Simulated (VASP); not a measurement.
Here is a VASP 6.6.1 calculation.

INCAR

```
PREC = Accurate ; ENCUT = 520
EDIFF = 1E-7 ; ISMEAR = 0
SIGMA = 0.05 ; LREAL = Auto
LASPH = True ; NELM = 60
ALGO = Normal ; ISIF = 2
LWAVE = False ; LCHARG = True
LDIPOL = True ; IDIPOL = 3
DIPOL = 0.5 0.5 0.500 ; GGA = PE
LELF = True ; LVHAR = True
LVACPOTAV = True ; NBANDS = 46
```

File KPOINTS:

```
Automatic mesh
0
Gamma
  9 6 1
```

The input POSCAR:

```
SiC
1.0
    3.0969339126      0.0000000000      0.0000000000
    0.0000000000      4.3797259410      0.0000000000
    0.0000000000      0.0000000000     25.8392686942
Si C
8 8
Direct
    0.0000000000      0.2939971310      0.2999668935
    0.5000000000      0.7444311837      0.3480804940
    0.0000000000      0.2473075502      0.4105339396
    0.5000000000      0.7449349928      0.4698836749
    0.0000000000      0.2449347507      0.5301163049
    0.5000000000      0.7473070108      0.5894660286
    0.0000000000      0.2444302342      0.6519195100
    0.5000000000      0.7939957508      0.7000331108
    0.5000000000      0.4883834721      0.2906045711
    0.0000000000     -0.0113891743      0.3495666604
    0.5000000000      0.4974394425      0.4099789758
    0.0000000000     -0.0051015742      0.4699831030
    0.5000000000      0.4948980652      0.5300169079
    0.0000000000     -0.0025610286      0.5900210220
    0.5000000000      0.4886098037      0.6504333352
    0.0000000000     -0.0116176108      0.7093954682
```

Potentials or basis: VASP PAW PBE potentials, release 64 (Si, C).

The run is started by

```sh
$ cat potpaw_PBE.64/Si/POTCAR potpaw_PBE.64/C/POTCAR > POTCAR
$ mpirun -np 1 vasp_std > vasp.out
```

**Question.** What does it give for the band gap on the k mesh?

**Answer.** 0.51 eV (least direct gap 0.88 eV).

**Question.** Predict the largest force.

**Answer.** 0.016 eV/Å.

Forces on the atoms (eV/Å):
```
Si   0.000  0.008  0.009
Si   0.000  0.001  0.002
Si   0.000  0.004  0.002
Si   0.000  0.004 -0.002
Si   0.000  0.004  0.002
Si   0.000  0.004 -0.002
Si   0.000  0.001 -0.002
Si   0.000  0.008 -0.009
C    0.000 -0.002 -0.004
C    0.000 -0.011 -0.012
C    0.000  0.000 -0.007
C    0.000 -0.004  0.006
C    0.000 -0.004 -0.006
C    0.000  0.000  0.007
C    0.000 -0.011  0.012
C    0.000 -0.002  0.004
```

Caveat: semilocal functionals underestimate gaps, and a narrow one can read as zero.
